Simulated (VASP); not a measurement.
Wanted: the native input for a VASP 6.6.1 run.

* Task: single point
* Functional: PBE
* Potentials or basis: VASP PAW PBE potentials, release 64 (Mg, W_sv)
* Cutoff: 520 eV
* k mesh: 9 × 9 × 4
* Occupations: gaussian, width 0.1 eV
* Spin: no spin polarisation
* Dipole correction: no
* Further INCAR settings: ALGO = Normal; EDIFF = 1e-06; NBANDS = 15

The structure of MgW lies in POSCAR:

```
MgW
1.0
    2.8463305702      0.0000000000      0.0000000000
   -1.4231652851      2.4649945814      0.0000000000
    0.0000000000      0.0000000000      4.9273364434
Mg W
1 1
Direct
    0.0000000000      0.0000000000      0.0000000000
    0.3333333333      0.6666666667      0.5000000000
```

The cell was generated, and may not be a known phase.

These files were run (other wordings do the same):

INCAR

```
SYSTEM = MgW
PREC = Accurate ; ENCUT = 520
EDIFF = 1E-6 ; ISMEAR = 0
SIGMA = 0.1 ; LREAL = .FALSE.
LASPH = .TRUE. ; NELM = 100
ALGO = Normal ; ISIF = 2
LWAVE = .FALSE. ; LCHARG = .FALSE.
GGA = PE ; NBANDS = 15
```

KPOINTS

```
regular mesh
0
G
  9 9 4
  0 0 0
```

Potentials or basis: VASP PAW PBE potentials, release 64 (Mg, W_sv).

The run is started by

```bash
$ cat potpaw_PBE.64/Mg/POTCAR potpaw_PBE.64/W_sv/POTCAR > POTCAR
$ mpirun -np 1 vasp_std > vasp.out
```

Results of the run:

- Pressure: -0.1 GPa
- Band gap on the k mesh: zero (bands 8 and 9 overlap by 1.72 eV)

Caveat: spin-orbit coupling is left out, which moves the levels of the heavy elements.

Wall time 17 s on 1 thread of Intel Xeon 8259CL, with other jobs on the host, peak memory 0.17 GiB.
